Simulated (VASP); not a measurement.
# Y in VASP: further runs

Y is run at these levels: PBEsol; tasks: single point.

Program: VASP 6.6.1. These are calculated values, not measurements. Logs are shortened: lines on timing, memory, paths and dates and some standing lists are left out, and cuts for length are marked.

### 1 The cell of the first run

The cell holds a slab with vacuum, 5 atoms: a = 3.598 Å, b = 3.598 Å, c = 26.170 Å, α = 90.00°, β = 90.00°, γ = 120.00°.

### 2 Single point, PBEsol

File INCAR:

```
  ALGO = Normal
  DIPOL = 0.5 0.5 0.500
  EDIFF = 1E-7
  ENCUT = 520
  GGA = PS
  IDIPOL = 3
  ISIF = 2
  ISMEAR = 0
  LASPH = True
  LCHARG = False
  LDIPOL = True
  LREAL = False
  LWAVE = False
  NBANDS = 36
  NELM = 100
  PREC = Accurate
  SIGMA = 0.1
```

File KPOINTS:

```
k-points
0
Gamma
  12 12 1
```

File POSCAR:

```
Y
1.0
    3.5976028910      0.0000000000      0.0000000000
   -1.7988014455      3.1156154963      0.0000000000
    0.0000000000      0.0000000000     26.1697576243
Y
5
Direct
    0.6666666667      0.3333333333      0.2865903501
    0.3333333333      0.6666666667      0.3932951751
    0.6666666667      0.3333333333      0.5000000000
    0.3333333333      0.6666666667      0.6067048249
    0.6666666667      0.3333333333      0.7134096499
```

Potentials or basis: VASP PAW PBE potentials, release 64 (Y_sv).

Command:

```console
$ cat potpaw_PBE.64/Y_sv/POTCAR > POTCAR
$ mpirun -np 1 vasp_std > vasp.out
```

OUTCAR:

```text
EDIFF = 1E-7
   ENCUT = 520
   GGA = PS
   ISIF = 2
   ISMEAR = 0
   LASPH = True
   LREAL = False
   NELM = 100
   PREC = Accurate

 ion  position               nearest neighbor table
   1  0.667  0.333  0.287-   2 3.48   2 3.48   2 3.48
   2  0.333  0.667  0.393-   3 3.48   3 3.48   3 3.48   1 3.48   1 3.48   1 3.48
   3  0.667  0.333  0.500-   2 3.48   4 3.48   2 3.48   4 3.48   2 3.48   4 3.48
   4  0.333  0.667  0.607-   3 3.48   3 3.48   3 3.48   5 3.48   5 3.48   5 3.48
   5  0.667  0.333  0.713-   4 3.48   4 3.48   4 3.48

  LATTYP: Found a hexagonal cell.
 ALAT       =     3.5976028910
 C/A-ratio  =     7.2742207568

  Lattice vectors:

 A1 = (   3.5976028910,   0.0000000000,   0.0000000000)
 A2 = (  -1.7988014455,   3.1156154963,   0.0000000000)
 A3 = (   0.0000000000,   0.0000000000,  26.1697576243)

Analysis of symmetry for initial positions (statically):
=====================================================================
 Subroutine PRICEL returns:
 Original cell was already a primitive cell.

 Routine SETGRP: Setting up the symmetry group for a
 hexagonal supercell.

 Subroutine GETGRP returns: Found 12 space group operations
 (whereof 12 operations were pure point group operations)
 out of a pool of 24 trial point group operations.

The static configuration has the point symmetry D_3h.

Analysis of symmetry for dynamics (positions and initial velocities):
=====================================================================
 Subroutine PRICEL returns:
 Original cell was already a primitive cell.

 Routine SETGRP: Setting up the symmetry group for a
 hexagonal supercell.

 Subroutine GETGRP returns: Found 12 space group operations
 (whereof 12 operations were pure point group operations)
 out of a pool of 24 trial point group operations.

The dynamic configuration has the point symmetry D_3h.

 Subroutine INISYM returns: Found 12 space group operations
 (whereof 12 operations are pure point group operations),
 and found     1 'primitive' translations

----------------------------------------------------------------------------------------

                                     Primitive cell

  volume of cell :     293.3302

  direct lattice vectors                    reciprocal lattice vectors
     3.597602891  0.000000000  0.000000000     0.277962863  0.160481934  0.000000000
    -1.798801446  3.115615496  0.000000000     0.000000000  0.320963868  0.000000000
[... 92 lines left out ...]
   ISYM   =      2    0-nonsym 1-usesym 2-fastsym
   POTIM  = 0.5000    time-step for ionic-motion
   TEBEG  =    0.0;   TEEND  =   0.0 temperature during run
   PSTRESS=    0.0 pullay stress
   NELECT =      55.0000    total number of electrons
   NUPDOWN=      -1.0000    fix difference up-down
   EMIN   =  10.00;   EMAX   =-10.00  energy-range for DOS
   EFERMI =   0.00;   METHOD = LEGACY
   ISMEAR =     0;   SIGMA  =   0.10  broadening in eV -4-tet -1-fermi 0-gaus
   EFERMI_NEDOS =   21; number of points for ismear=-14 and -15
   IALGO  =     38    algorithm
   IMIX   =      4    mixing-type and parameters
     AMIX     =   0.40;   BMIX     =  1.00
     AMIX_MAG =   1.60;   BMIX_MAG =  1.00
  volume/ion in A,a.u.               =      58.67       395.90
  Fermi-wavevector in a.u.,A,eV,Ry     =   0.937008  1.770689 11.945707  0.877985
  Thomas-Fermi vector in A             =   2.064076
   LORBIT       =      0    0 simple, 1 ext, 2 COOP (PROOUT), +10 PAW based schemes
   GGA     = PS    functional components
   LHFCALC =     F    Hartree Fock is set to
   AEXX    =    0.0000 exact exchange contribution
   IVDW    =     0    specifies the selected vdW correction
   LEPSILON=     F    determine dielectric tensor
   LRPA    =     F    only Hartree local field effects (RPA)
 non-spin polarized calculation
 Gauss-broadening in eV      SIGMA  =   0.10
  energy-cutoff  :      520.00
  volume of cell :      293.33
 maximum number of plane-waves:      7969
 NGX is ok and might be reduce to    28
   NGX = 13   NGY = 13   NGZ = 97

 number of electron      55.0000001 magnetization

 dipolmoment           0.000000      0.000000      0.000000 electrons x Angstroem

 Free energy of the ion-electron system (eV)
  ---------------------------------------------------
  ext. energy  EPLUGINS =         0.00000000
  ---------------------------------------------------
  free energy    TOTEN  =       -32.55640374 eV

  energy without entropy =      -32.48645575  energy(sigma->0) =      -32.52142974

 E-fermi :   0.2561     XC(G=0):  -5.9009

 val. band max:        0.2535431910   @ k =   0.3333   0.3333   0.0000
 cond. band min:       0.2598665895   @ k =   0.4167   0.0000   0.0000
 fundamental gap:      0.0063233985
 Fermi energy:         0.2561114566

 k-point     1 :       0.0000    0.0000    0.0000
  band No.  band energies     occupation
      1     -42.7117      2.00000
      2     -42.7117      2.00000
      3     -42.1994      2.00000
      4     -42.0758      2.00000
      5     -42.0664      2.00000
      6     -22.8268      2.00000
[... 730 lines left out ...]
     35       1.1653      0.00000
     36       1.2391      0.00000

------------------------ aborting loop because EDIFF is reached ----------------------------------------

 vacuum level on the upper side and lower side of the slab       (xc-potential included)        -0.205        -0.205

  FORCE on cell =-STRESS in cart. coord.  units (eV):
  Direction    XX          YY          ZZ          XY          YZ          ZX
  --------------------------------------------------------------------------------------
  -------------------------------------------------------------------------------------
  Total       -1.6785634     -1.6785634     -0.6044814      0.0000000      0.0000000     -0.0000000
  in kB       -9.1683579     -9.1683579     -3.3016933      0.0000000      0.0000000     -0.0000000
  external PRESSURE =      -7.2128031 kB  Pullay stress =       0.0000000 kB

 VOLUME and BASIS-vectors are now :
 -----------------------------------------------------------------------------
  energy-cutoff  :      520.00
  volume of cell :      293.33
      direct lattice vectors                 reciprocal lattice vectors
     3.597602891  0.000000000  0.000000000     0.277962863  0.160481934  0.000000000
    -1.798801446  3.115615496  0.000000000     0.000000000  0.320963868  0.000000000
     0.000000000  0.000000000 26.169757624     0.000000000  0.000000000  0.038212047

 POSITION                                       TOTAL-FORCE (eV/Angst)
 -----------------------------------------------------------------------------------
      1.79880      1.03854      7.50000         0.000000     -0.000000      0.149866
     -0.00000      2.07708     10.29244        -0.000000      0.000000     -0.193762
      1.79880      1.03854     13.08488         0.000000     -0.000000      0.000000
     -0.00000      2.07708     15.87732        -0.000000      0.000000      0.193762
      1.79880      1.03854     18.66976        -0.000000     -0.000000     -0.149866
 -----------------------------------------------------------------------------------
    total drift:                               -0.000000      0.000000     -0.000000

  FREE ENERGIE OF THE ION-ELECTRON SYSTEM (eV)
  ---------------------------------------------------
  free  energy   TOTEN  =       -32.5564037375 eV

  energy  without entropy=      -32.4864557486  energy(sigma->0) =      -32.52142974

 vacuum level on the upper side and lower side of the slab         3.398         3.398
```

OSZICAR:

```text
N       E                     dE             d eps       ncg     rms          rms(c)
DAV:   1     0.315580854630E+03    0.31558E+03   -0.26838E+04  1568   0.134E+03
DAV:   2     0.272423259363E+01   -0.31286E+03   -0.30599E+03  1588   0.345E+02
DAV:   3    -0.309742682472E+02   -0.33699E+02   -0.33063E+02  2372   0.614E+01
[... 24 lines left out ...]
DAV:  28    -0.325564007557E+02   -0.13271E-04   -0.20167E-06  1364   0.327E-03    0.402E-03
DAV:  29    -0.325564024533E+02   -0.16975E-05   -0.17255E-07  1108   0.140E-03    0.186E-03
DAV:  30    -0.325564035060E+02   -0.10527E-05   -0.18520E-07  1032   0.121E-03    0.222E-03
DAV:  31    -0.325564036749E+02   -0.16898E-06   -0.22675E-08   960   0.585E-04    0.247E-03
DAV:  32    -0.325564037375E+02   -0.62541E-07   -0.44464E-08   868   0.616E-04
   1 F= -.32556404E+02 E0= -.32521430E+02  d E =-.699480E-01
```

stdout:

```text
POSCAR found type information on POSCAR Y
 POSCAR found :  1 types and       5 ions
 scaLAPACK will be used
 -----------------------------------------------------------------------------
|                                                                             |
|                                                                             |
|     You enforced a specific xc type in the INCAR file but a different       |
|     I HOPE YOU KNOW WHAT YOU ARE DOING!                                     |
|                                                                             |
 -----------------------------------------------------------------------------

 LDA part: xc-table for (Slater+PW92), standard interpolation
 POSCAR, INCAR and KPOINTS ok, starting setup
 FFT: planning ... GRIDC
 FFT: planning ... GRID_SOFT
 FFT: planning ... GRID
 WAVECAR not read
 entering main loop
```

It took 12 min on 1 thread of AMD EPYC 7R43 (Zen 3), shared host; peak memory 0.41 GiB.

Results:

```yaml
Free_energy: -32.5564 eV
Largest_force: 0.194 eV/Å
Band_gap_on_the_k_mesh: zero (an odd number of electrons rules out a gap without spin polarisation)
```

Forces in eV/Å, atoms in the order of the input:
```
Y    0.000  0.000  0.150
Y    0.000  0.000 -0.194
Y    0.000  0.000  0.000
Y    0.000  0.000  0.194
Y    0.000  0.000 -0.150
```

Caveat: the PAW data sets were made with another functional, which shifts forces and pressure a little.

### 3 Single point, PBEsol

File INCAR:

```
PREC = Accurate
ENCUT = 520
EDIFF = 1E-7
ISMEAR = 0
SIGMA = 0.1
LREAL = False
LASPH = True
NELM = 100
ALGO = Normal
ISIF = 2
LWAVE = False
LCHARG = False
LDIPOL = True
IDIPOL = 3
DIPOL = 0.5 0.5 0.500
GGA = PS
NBANDS = 36
```

File KPOINTS:

```
regular mesh
0
Gamma
  12 12 1
```

File POSCAR:

```
Y
1.0
    3.5976028910      0.0000000000      0.0000000000
   -1.7988014455      3.1156154963      0.0000000000
    0.0000000000      0.0000000000     26.1697576243
Y
5
Direct
    0.6666666667      0.3333333333      0.2882365934
    0.3333333333      0.6666666667      0.3922246312
    0.6666666667      0.3333333333      0.5000000126
    0.3333333333      0.6666666667      0.6077753418
    0.6666666667      0.3333333333      0.7117634210
```

Potentials or basis: VASP PAW PBE potentials, release 64 (Y_sv).

Command:

```console
$ cat potpaw_PBE.64/Y_sv/POTCAR > POTCAR
$ mpirun -np 1 vasp_std > vasp.out
```

OUTCAR:

```text
PREC = Accurate
   ENCUT = 520
   EDIFF = 1E-7
   ISMEAR = 0
   LREAL = False
   LASPH = True
   NELM = 100
   ISIF = 2
   GGA = PS

 ion  position               nearest neighbor table
   1  0.667  0.333  0.288-   2 3.42   2 3.42   2 3.42
   2  0.333  0.667  0.392-   1 3.42   1 3.42   1 3.42   3 3.50   3 3.50   3 3.50
   3  0.667  0.333  0.500-   4 3.50   4 3.50   4 3.50   2 3.50   2 3.50   2 3.50
   4  0.333  0.667  0.608-   5 3.42   5 3.42   5 3.42   3 3.50   3 3.50   3 3.50
   5  0.667  0.333  0.712-   4 3.42   4 3.42   4 3.42

  LATTYP: Found a hexagonal cell.
 ALAT       =     3.5976028910
 C/A-ratio  =     7.2742207568

  Lattice vectors:

 A1 = (   3.5976028910,   0.0000000000,   0.0000000000)
 A2 = (  -1.7988014455,   3.1156154963,   0.0000000000)
 A3 = (   0.0000000000,   0.0000000000,  26.1697576243)

Analysis of symmetry for initial positions (statically):
=====================================================================
 Subroutine PRICEL returns:
 Original cell was already a primitive cell.

 Routine SETGRP: Setting up the symmetry group for a
 hexagonal supercell.

[... 177 lines left out ...]

 k-point     1 :       0.0000    0.0000    0.0000
  band No.  band energies     occupation
      1     -42.6549      2.00000
      2     -42.6548      2.00000
      3     -42.2563      2.00000
      4     -42.0323      2.00000
      5     -42.0279      2.00000
      6     -22.7916      2.00000
[... 730 lines left out ...]
     35       1.1718      0.00000
     36       1.2544      0.00000

------------------------ aborting loop because EDIFF is reached ----------------------------------------

 vacuum level on the upper side and lower side of the slab       (xc-potential included)        -0.178        -0.178

  FORCE on cell =-STRESS in cart. coord.  units (eV):
  Direction    XX          YY          ZZ          XY          YZ          ZX
  --------------------------------------------------------------------------------------
  -------------------------------------------------------------------------------------
  Total       -1.4953293     -1.4953293     -0.0916600      0.0000000      0.0000000      0.0000000
  in kB       -8.1675284     -8.1675284     -0.5006493      0.0000000      0.0000000      0.0000000
  external PRESSURE =      -5.6119021 kB  Pullay stress =       0.0000000 kB

 VOLUME and BASIS-vectors are now :
 -----------------------------------------------------------------------------
  energy-cutoff  :      520.00
  volume of cell :      293.33
      direct lattice vectors                 reciprocal lattice vectors
     3.597602891  0.000000000  0.000000000     0.277962863  0.160481934  0.000000000
    -1.798801446  3.115615496  0.000000000     0.000000000  0.320963868  0.000000000
     0.000000000  0.000000000 26.169757624     0.000000000  0.000000000  0.038212047

 POSITION                                       TOTAL-FORCE (eV/Angst)
 -----------------------------------------------------------------------------------
      1.79880      1.03854      7.54308        -0.000000      0.000000      0.008345
     -0.00000      2.07708     10.26442        -0.000000      0.000000     -0.002144
      1.79880      1.03854     13.08488         0.000000     -0.000000      0.000000
     -0.00000      2.07708     15.90533        -0.000000      0.000000      0.002144
      1.79880      1.03854     18.62668        -0.000000      0.000000     -0.008345
 -----------------------------------------------------------------------------------
    total drift:                               -0.000000      0.000000      0.000003

  FREE ENERGIE OF THE ION-ELECTRON SYSTEM (eV)
  ---------------------------------------------------
  free  energy   TOTEN  =       -32.5690451468 eV

  energy  without entropy=      -32.5007030773  energy(sigma->0) =      -32.53487411

 vacuum level on the upper side and lower side of the slab         3.394         3.394
```

stdout:

```text
POSCAR found type information on POSCAR Y
 POSCAR found :  1 types and       5 ions
 scaLAPACK will be used
 -----------------------------------------------------------------------------
|                                                                             |
|                                                                             |
|     You enforced a specific xc type in the INCAR file but a different       |
|     I HOPE YOU KNOW WHAT YOU ARE DOING!                                     |
|                                                                             |
 -----------------------------------------------------------------------------

 LDA part: xc-table for (Slater+PW92), standard interpolation
 POSCAR, INCAR and KPOINTS ok, starting setup
 FFT: planning ... GRIDC
 FFT: planning ... GRID_SOFT
 FFT: planning ... GRID
 WAVECAR not read
 entering main loop
```

It took 11 min on 1 thread of AMD EPYC 7R43 (Zen 3), shared host; peak memory 0.43 GiB.

What came out:

```yaml
Free_energy: -32.5690 eV
Largest_force: 0.008 eV/Å
Band_gap_on_the_k_mesh: zero (an odd number of electrons rules out a gap without spin polarisation)
```

Forces in eV/Å, atoms in the order of the input:
```
Y    0.000  0.000  0.008
Y    0.000  0.000 -0.002
Y    0.000  0.000  0.000
Y    0.000  0.000  0.002
Y    0.000  0.000 -0.008
```

Caveat: the PAW data sets were made with another functional, which shifts forces and pressure a little.
